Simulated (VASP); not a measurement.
# CoO: single point with PBE

The system is CoO.

```
CELL_PARAMETERS angstrom
1.50547 0.86918 2.43993
-1.50547 0.86918 2.43993
0.00000 -1.73837 2.43993
ATOMIC_POSITIONS crystal
Co 0.00000 0.00000 0.00000
O 0.50000 0.50000 0.50000
```

```json
{
 "Program": "VASP 6.6.1",
 "Task": "single point",
 "Functional": "PBE",
 "Potentials or basis": "VASP PAW PBE potentials, release 64 (Co, O)",
 "Cutoff": "520 eV",
 "k mesh": "18 × 18 × 18",
 "Occupations": "gaussian, width 0.1 eV",
 "Spin": "collinear spin, ferromagnetic start",
 "Starting moments": "[2.62, 0.29] μB"
}
```

```
Pressure                                              : -0.6 GPa
Net moment                                            : 2.89 μB per cell
Site moments                                          : Co +2.54; O +0.29 μB
Valence electrons inside the program's atomic spheres : Co 7.81; O 4.98
```

Stress tensor (GPa, compression positive):
```
-0.41  0.00  0.00
 0.00 -0.41  0.00
 0.00  0.00 -0.92
```

Levels at points of the mesh, in eV from the Fermi level:
Spin up:
| k point | band 6 | band 7 | band 8 | band 9 | band 10 | band 11 | band 12 | band 13 |
| --- | --- | --- | --- | --- | --- | --- | --- | --- |
| (0.00, 0.00, 0.00) | -3.12 | -3.09 | -3.09 | -3.03 | 1.05 | 16.89 | 18.14 | 18.14 |
| (0.50, 0.00, 0.00) | -2.32 | -1.79 | 0.13 | 0.14 | 5.11 | 9.40 | 13.49 | 13.60 |
| (0.50, 0.50, 0.00) | -2.91 | -2.39 | -2.06 | -2.04 | 5.93 | 9.88 | 11.73 | 15.80 |
| (0.50, 0.50, 0.50) | -2.34 | -1.75 | 0.14 | 0.14 | 5.05 | 9.51 | 13.40 | 13.40 |
Spin down:
| k point | band 2 | band 3 | band 4 | band 5 | band 6 | band 7 | band 8 | band 9 | band 10 | band 11 |
| --- | --- | --- | --- | --- | --- | --- | --- | --- | --- | --- |
| (0.00, 0.00, 0.00) | -2.61 | -2.61 | -2.56 | -1.12 | -1.12 | -1.10 | 0.05 | 0.05 | 1.59 | 16.80 |
| (0.50, 0.00, 0.00) | -7.65 | -4.69 | -4.64 | -0.15 | -0.13 | 0.18 | 2.71 | 2.73 | 5.39 | 10.18 |
| (0.50, 0.50, 0.00) | -6.44 | -3.88 | -3.83 | -2.25 | 0.12 | 0.13 | 0.53 | 1.00 | 6.78 | 10.34 |
| (0.50, 0.50, 0.50) | -7.62 | -4.71 | -4.71 | -0.11 | -0.11 | 0.18 | 2.73 | 2.73 | 5.33 | 10.30 |

Wall time 9 min on 1 thread of Intel Xeon 8259CL (shared host), peak memory 0.37 GiB.

Caveat: a cell with one magnetic atom can't hold antiferromagnetic order, which such compounds often take; semilocal functionals often make such compounds metallic where correlation or magnetic order opens a gap, which also shifts bond lengths. With open d or f shells a metallic result of PBE can be an artefact of self-interaction; +U or a hybrid may open a gap.
